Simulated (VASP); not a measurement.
# CsBr (Pm-3m) in VASP: a series of runs, part 2 of 2

VASP 6.6.1. Earlier steps stand in the parts before.

### Step 4. Single point, PBE (42.33 Å³/atom)

This run uses another cell than the first one, of 42.33 Å³/atom.

Input file INCAR:

```
SYSTEM = CsBr
PREC = Accurate
ENCUT = 500
EDIFF = 1E-6
ISMEAR = 0
SIGMA = 0.01
LREAL = .False.
LASPH = .True.
NELM = 120
ALGO = Normal
ISIF = 2
LWAVE = .False.
LCHARG = .False.
GGA = PE
NBANDS = 15
GGA_COMPAT = .False.
```

Input file KPOINTS:

```
regular mesh
0
Gamma
  4 4 4
  0 0 0
```

Input file POSCAR:

```
CsBr
1.0
    4.3907891382      0.0000000000      0.0000000000
    0.0000000000      4.3907891382      0.0000000000
    0.0000000000      0.0000000000      4.3907891382
Cs Br
1 1
Direct
    0.0000000000      0.0000000000      0.0000000000
    0.5000000000      0.5000000000      0.5000000000
```

Run with:

```
$ cat potpaw_PBE.64/Cs_sv/POTCAR potpaw_PBE.64/Br/POTCAR > POTCAR
$ mpirun -np 1 vasp_std > vasp.out
```

Run time: 18 s. Hardware: 1 thread of Intel Xeon 8259CL, shared host; peak memory 0.18 GiB.

It converged, with:

```
Free energy            : -6.0234 eV
Pressure               : 0.0 GPa
Band gap on the k mesh : 4.24 eV (least direct gap 4.26 eV)
```

Levels at points of the mesh, in eV from the valence-band top:
| k point | band 5 | band 6 | band 7 | band 8 | band 9 | band 10 | band 11 | band 12 |
| --- | --- | --- | --- | --- | --- | --- | --- | --- |
| (0.00, 0.00, 0.00) | -6.52 | -0.02 | -0.02 | -0.02 | 4.24 | 4.96 | 4.96 | 8.88 |
| (0.50, 0.00, 0.00) | -6.44 | -1.19 | -0.18 | -0.18 | 5.89 | 6.95 | 7.36 | 8.31 |
| (0.50, 0.50, 0.00) | -6.39 | -0.56 | -0.56 | 0.00 | 5.20 | 5.43 | 7.14 | 7.14 |
| (0.50, 0.50, 0.50) | -6.86 | -1.03 | -1.03 | -1.03 | 7.98 | 7.98 | 7.98 | 8.82 |

Caveat: spin-orbit coupling is left out, which moves the levels of the heavy elements.

### Step 5. Single point, PBE (44.34 Å³/atom)

This run uses another cell than the first one, of 44.34 Å³/atom.

Input file INCAR:

```
PREC = Accurate ; ENCUT = 500
EDIFF = 1E-6 ; ISMEAR = 0
SIGMA = 0.01 ; LREAL = False
LASPH = True ; NELM = 120
ALGO = Normal ; ISIF = 2
LWAVE = False ; LCHARG = False
GGA = PE ; NBANDS = 15
GGA_COMPAT = False
```

Input file KPOINTS:

```
Automatic mesh
0
Gamma
  4 4 4
```

Input file POSCAR:

```
CsBr
1.0
    4.4594063016      0.0000000000      0.0000000000
    0.0000000000      4.4594063016      0.0000000000
    0.0000000000      0.0000000000      4.4594063016
Cs Br
1 1
Direct
    0.0000000000      0.0000000000      0.0000000000
    0.5000000000      0.5000000000      0.5000000000
```

Potentials or basis: VASP PAW PBE potentials, release 64 (Cs_sv, Br).

Run with:

```
$ cat potpaw_PBE.64/Cs_sv/POTCAR potpaw_PBE.64/Br/POTCAR > POTCAR
$ mpirun -np 1 vasp_std > vasp.out
```

OUTCAR:

```text
PREC = Accurate
   ENCUT = 500
   EDIFF = 1E-6
   ISMEAR = 0
   LREAL = False
   LASPH = True
   NELM = 120
   ISIF = 2
   GGA = PE

 ion  position               nearest neighbor table
   1  0.000  0.000  0.000-
   2  0.500  0.500  0.500-

  LATTYP: Found a simple cubic cell.
 ALAT       =     4.4594063016

  Lattice vectors:

 A1 = (   4.4594063016,   0.0000000000,   0.0000000000)
 A2 = (   0.0000000000,   4.4594063016,   0.0000000000)
 A3 = (   0.0000000000,   0.0000000000,   4.4594063016)

Analysis of symmetry for initial positions (statically):
=====================================================================
 Subroutine PRICEL returns:
 Original cell was already a primitive cell.

 Routine SETGRP: Setting up the symmetry group for a
 simple cubic supercell.

 Subroutine GETGRP returns: Found 48 space group operations
 (whereof 48 operations were pure point group operations)
 out of a pool of 48 trial point group operations.

The static configuration has the point symmetry O_h .

Analysis of symmetry for dynamics (positions and initial velocities):
=====================================================================
 Subroutine PRICEL returns:
 Original cell was already a primitive cell.

 Routine SETGRP: Setting up the symmetry group for a
 simple cubic supercell.

 Subroutine GETGRP returns: Found 48 space group operations
 (whereof 48 operations were pure point group operations)
 out of a pool of 48 trial point group operations.

The dynamic configuration has the point symmetry O_h .

 Subroutine INISYM returns: Found 48 space group operations
 (whereof 48 operations are pure point group operations),
 and found     1 'primitive' translations

----------------------------------------------------------------------------------------

                                     Primitive cell

  volume of cell :      88.6811

  direct lattice vectors                    reciprocal lattice vectors
     4.459406302  0.000000000  0.000000000     0.224245097  0.000000000  0.000000000
     0.000000000  4.459406302  0.000000000     0.000000000  0.224245097  0.000000000
     0.000000000  0.000000000  4.459406302     0.000000000  0.000000000  0.224245097

  length of vectors
     4.459406302  4.459406302  4.459406302     0.224245097  0.224245097  0.224245097

  position of ions in fractional coordinates (direct lattice)
     0.000000000  0.000000000  0.000000000
     0.500000000  0.500000000  0.500000000

  ion indices of the primitive-cell ions
   primitive index   ion index
                 1           1
                 2           2

----------------------------------------------------------------------------------------

 KPOINTS: Automatic mesh

Automatic generation of k-mesh.
 Grid dimensions read from file:
 generate k-points for:    4    4    4

 Generating k-lattice:

  Cartesian coordinates                     Fractional coordinates (reciprocal lattice)
     0.056061274  0.000000000  0.000000000     0.250000000  0.000000000  0.000000000
     0.000000000  0.056061274  0.000000000     0.000000000  0.250000000  0.000000000
[... 23 lines left out ...]
  0.500000  0.500000  0.250000      6.000000
  0.500000  0.500000  0.500000      1.000000
   k-points           NKPTS =     10   k-points in BZ     NKDIM =     10   number of bands    NBANDS=     15
   number of dos      NEDOS =    301   number of ions     NIONS =      2
   total plane-waves  NPLWV =  46656
   dimension x,y,z NGX =    36 NGY =   36 NGZ =   36
   dimension x,y,z NGXF=    72 NGYF=   72 NGZF=   72
   ions per type =               1   1
   NGX,Y,Z   is equivalent  to a cutoff of  13.42, 13.42, 13.42 a.u.
   NGXF,Y,Z  is equivalent  to a cutoff of  26.84, 26.84, 26.84 a.u.
 SYSTEM =  unknown system
   PREC   = accura    normal or accurate (medium, high low for compatibility)
   ISTART =      0    job   : 0-new  1-cont  2-samecut
   ICHARG =      2    charge: 1-file 2-atom 10-const
   ISPIN  =      1    spin polarized calculation?
   LNONCOLLINEAR =      F non collinear calculations
   LSORBIT =      F    spin-orbit coupling
   LASPH  =      T    aspherical Exc in radial PAW
   ENCUT  =  500.0 eV  36.75 Ry    6.06 a.u.   8.13  8.13  8.13*2*pi/ulx,y,z
   NELM   =    120;   NELMIN=  2; NELMDL= -5     # of ELM steps
   EDIFF  = 0.1E-05   stopping-criterion for ELM
   LREAL  =      F    real-space projection
   EDIFFG = 0.1E-04   stopping-criterion for IOM
   NSW    =      0    number of steps for IOM
   IBRION =     -1    ionic relax: 0-MD 1-quasi-New 2-CG
   NFREE  =      0    steps in history (QN), initial steepest desc. (CG)
   ISIF   =      2    stress and relaxation
   ISYM   =      2    0-nonsym 1-usesym 2-fastsym
   POTIM  = 0.5000    time-step for ionic-motion
   TEBEG  =    0.0;   TEEND  =   0.0 temperature during run
   PSTRESS=    0.0 pullay stress
   NELECT =      16.0000    total number of electrons
   NUPDOWN=      -1.0000    fix difference up-down
   EMIN   =  10.00;   EMAX   =-10.00  energy-range for DOS
   EFERMI =   0.00;   METHOD = LEGACY
   ISMEAR =     0;   SIGMA  =   0.01  broadening in eV -4-tet -1-fermi 0-gaus
   EFERMI_NEDOS =   21; number of points for ismear=-14 and -15
   IALGO  =     38    algorithm
   IMIX   =      4    mixing-type and parameters
     AMIX     =   0.40;   BMIX     =  1.00
     AMIX_MAG =   1.60;   BMIX_MAG =  1.00
  volume/ion in A,a.u.               =      44.34       299.22
  Fermi-wavevector in a.u.,A,eV,Ry     =   0.925063  1.748115 11.643060  0.855741
  Thomas-Fermi vector in A             =   2.050876
   LORBIT       =      0    0 simple, 1 ext, 2 COOP (PROOUT), +10 PAW based schemes
   GGA     = PE    functional components
   LHFCALC =     F    Hartree Fock is set to
   AEXX    =    0.0000 exact exchange contribution
   IVDW    =     0    specifies the selected vdW correction
   LEPSILON=     F    determine dielectric tensor
   LRPA    =     F    only Hartree local field effects (RPA)
 non-spin polarized calculation
 Gauss-broadening in eV      SIGMA  =   0.01
  energy-cutoff  :      500.00
  volume of cell :       88.68
 maximum number of plane-waves:      2301
 NGX is ok and might be reduce to    36
   NGX = 17   NGY = 17   NGZ = 17

 number of electron      15.9999997 magnetization

 Free energy of the ion-electron system (eV)
  ---------------------------------------------------
  ext. energy  EPLUGINS =         0.00000000
  ---------------------------------------------------
  free energy    TOTEN  =        -6.01768607 eV

  energy without entropy =       -6.01768607  energy(sigma->0) =       -6.01768607

 E-fermi :  -0.7520     XC(G=0):  -7.5570

 val. band max:       -0.8260933889   @ k =   0.5000   0.5000   0.0000
 cond. band min:       3.2518425984   @ k =   0.0000   0.0000   0.0000
 fundamental gap:      4.0779359873
 Fermi energy:        -0.7520355473

 k-point     1 :       0.0000    0.0000    0.0000
  band No.  band energies     occupation
      1     -20.8151      2.00000
      2     -13.0738      2.00000
      3      -7.4515      2.00000
      4      -7.4515      2.00000
      5      -7.4515      2.00000
      6      -0.8612      2.00000
      7      -0.8612      2.00000
      8      -0.8612      2.00000
      9       3.2518      0.00000
     10       4.1605      0.00000
     11       4.1605      0.00000
     12       7.8915      0.00000
     13       7.8915      0.00000
     14       7.8915      0.00000
[... 149 lines left out ...]
      2     -12.9422      2.00000
      3      -7.7500      2.00000
      4      -7.7500      2.00000
      5      -7.7500      2.00000
      6      -1.7680      2.00000
      7      -1.7680      2.00000
      8      -1.7680      2.00000
      9       6.9437      0.00000
     10       6.9437      0.00000
     11       6.9437      0.00000
     12       7.7678      0.00000
     13       7.7678      0.00000
     14       7.7678      0.00000
     15       9.7398      0.00000

------------------------ aborting loop because EDIFF is reached ----------------------------------------

  FORCE on cell =-STRESS in cart. coord.  units (eV):
  Direction    XX          YY          ZZ          XY          YZ          ZX
  --------------------------------------------------------------------------------------
  -------------------------------------------------------------------------------------
  Total       -0.2665905     -0.2665905     -0.2665905      0.0000000      0.0000000     -0.0000000
  in kB       -4.8164173     -4.8164173     -4.8164173      0.0000000      0.0000000     -0.0000000
  external PRESSURE =      -4.8164173 kB  Pullay stress =       0.0000000 kB

 VOLUME and BASIS-vectors are now :
 -----------------------------------------------------------------------------
  energy-cutoff  :      500.00
  volume of cell :       88.68
      direct lattice vectors                 reciprocal lattice vectors
     4.459406302  0.000000000  0.000000000     0.224245097  0.000000000  0.000000000
     0.000000000  4.459406302  0.000000000     0.000000000  0.224245097  0.000000000
     0.000000000  0.000000000  4.459406302     0.000000000  0.000000000  0.224245097

 POSITION                                       TOTAL-FORCE (eV/Angst)
 -----------------------------------------------------------------------------------
      0.00000      0.00000      0.00000         0.000000      0.000000      0.000000
      2.22970      2.22970      2.22970         0.000000      0.000000      0.000000
 -----------------------------------------------------------------------------------
    total drift:                                0.000000      0.000000      0.000000

  FREE ENERGIE OF THE ION-ELECTRON SYSTEM (eV)
  ---------------------------------------------------
  free  energy   TOTEN  =        -6.0176860748 eV

  energy  without entropy=       -6.0176860748  energy(sigma->0) =       -6.01768607
```

OSZICAR:

```text
N       E                     dE             d eps       ncg     rms          rms(c)
DAV:   1     0.927082639036E+02    0.92708E+02   -0.63324E+03   300   0.876E+02
DAV:   2     0.166185117493E+01   -0.91046E+02   -0.82553E+02   437   0.148E+02
DAV:   3    -0.624125492911E+01   -0.79031E+01   -0.78721E+01   391   0.495E+01
DAV:   4    -0.631764696116E+01   -0.76392E-01   -0.76380E-01   356   0.572E+00
DAV:   5    -0.631807078689E+01   -0.42383E-03   -0.42382E-03   405   0.446E-01    0.181E+00
DAV:   6    -0.605812094426E+01    0.25995E+00   -0.24799E-01   384   0.244E+00    0.105E+00
DAV:   7    -0.601450666146E+01    0.43614E-01   -0.13012E-01   363   0.177E+00    0.630E-01
DAV:   8    -0.601771917851E+01   -0.32125E-02   -0.15787E-02   342   0.738E-01    0.143E-01
DAV:   9    -0.601753519763E+01    0.18398E-03   -0.17259E-03   391   0.204E-01    0.765E-02
DAV:  10    -0.601768342200E+01   -0.14822E-03   -0.24646E-04   335   0.108E-01    0.175E-02
DAV:  11    -0.601768609238E+01   -0.26704E-05   -0.24266E-05   356   0.291E-02    0.120E-02
DAV:  12    -0.601768607483E+01    0.17556E-07   -0.55457E-06   363   0.131E-02
   1 F= -.60176861E+01 E0= -.60176861E+01  d E =-.401059E-27
```

stdout:

```text
POSCAR found type information on POSCAR CsBr
 POSCAR found :  2 types and       2 ions
 scaLAPACK will be used
 LDA part: xc-table for (Slater+PW92), standard interpolation
 POSCAR, INCAR and KPOINTS ok, starting setup
 FFT: planning ... GRIDC
 FFT: planning ... GRID_SOFT
 FFT: planning ... GRID
 WAVECAR not read
 entering main loop
```

It took 26 s on 1 thread of Intel Xeon 8259CL, shared host; peak memory 0.2 GiB.

Results:

* Free energy: -6.0177 eV
* Pressure: -0.5 GPa
* Band gap on the k mesh: 4.08 eV (least direct gap 4.11 eV)

Caveat: spin-orbit coupling is left out, which moves the levels of the heavy elements.

### Step 6. Overview

| cell | gap on the mesh (eV) | pressure (GPa) |
| --- | --- | --- |
| a = 4.171 Å, 2 atoms | 4.79 | 2.9 |
| a = 4.247 Å, 2 atoms | 4.62 | 1.6 |
| a = 4.391 Å, 2 atoms | 4.24 | 0.0 |
| a = 4.459 Å, 2 atoms | 4.08 | -0.5 |

Alike in all rows: task single point; level PBE; potentials or basis VASP PAW PBE potentials, release 64 (Cs_sv, Br); no spin polarisation; k mesh 4 × 4 × 4; cutoff (eV) 500; smearing gaussian 0.01 eV.

Caveats: spin-orbit coupling is left out, which moves the levels of the heavy elements.

Absolute energies hang on the potentials; compare differences alone.
